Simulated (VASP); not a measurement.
Wanted: the native input for a VASP 6.6.1 run.

- Task: relaxation of cell and atoms
- Functional: PBE
- Dispersion: D4
- Potentials or basis: VASP PAW PBE potentials, release 64 (Pt, Se)
- Cutoff: 600 eV
- k mesh: 10 × 10 × 7
- Occupations: fermi-dirac, width 0.1 eV
- Spin: no spin polarisation
- Dipole correction: no
- Further INCAR settings: ALGO = Normal; EDIFF = 1e-06; IBRION = 2; EDIFFG = -0.01; NSW = 60; ISIF = 3

The structure of PtSe2 (Sudovikovite) lies in POSCAR:

```
PtSe2
1.0
    3.7240000000      0.0000000000      0.0000000000
   -1.8620000000      3.2250786000      0.0000000000
    0.0000000000      0.0000000000      5.0620000000
Pt Se
1 2
Direct
    0.0000000000      0.0000000000      0.0000000000
    0.3333333300      0.6666666700      0.2500000000
    0.6666666700      0.3333333300      0.7500000000
```

One way to write it, as run:

INCAR

```
SYSTEM = PtSe2
PREC = Accurate
ENCUT = 600
EDIFF = 1E-6
ISMEAR = -1
SIGMA = 0.1
LREAL = .FALSE.
LASPH = .TRUE.
NELM = 100
ALGO = Normal
ISIF = 3
LWAVE = .FALSE.
LCHARG = .FALSE.
GGA = PE
IVDW = 13
IBRION = 2
NSW = 60
EDIFFG = -0.01
```

KPOINTS

```
Automatic mesh
0
G
  10 10 7
  0 0 0
```

Potentials or basis: VASP PAW PBE potentials, release 64 (Pt, Se).

Launch:

```sh
$ cat potpaw_PBE.64/Pt/POTCAR potpaw_PBE.64/Se/POTCAR > POTCAR
$ mpirun -np 1 vasp_std > vasp.out
```

Results of the run:

```json
{"Relaxed volume": "19.79 Å³/atom", "Relaxed cell": "a = 3.774 Å, b = 3.774 Å, c = 4.814 Å, α = 90.00°, β = 90.00°, γ = 120.00°", "Space group after relaxing (to 0.05 Å)": "P-3m1 (No. 164)", "Energy gained by relaxing": "17.5 meV/atom", "Ionic steps": "12", "Pressure after relaxing": "0.0 GPa", "Largest force after relaxing": "0.007 eV/Å", "Band gap on the k mesh": "zero (band 11 reaches 7.50 eV, above the bottom of band 12 at 6.56 eV)", "Dispersion energy per atom": "-0.514 eV"}
```

Caveat: spin-orbit coupling is left out, which moves the levels of the heavy elements; pairwise dispersion overbinds metals, which lowers pressure and volume.

It took 8.9 min on 1 thread of Intel Xeon 6975P-C, on a shared host, peak memory 0.27 GiB.
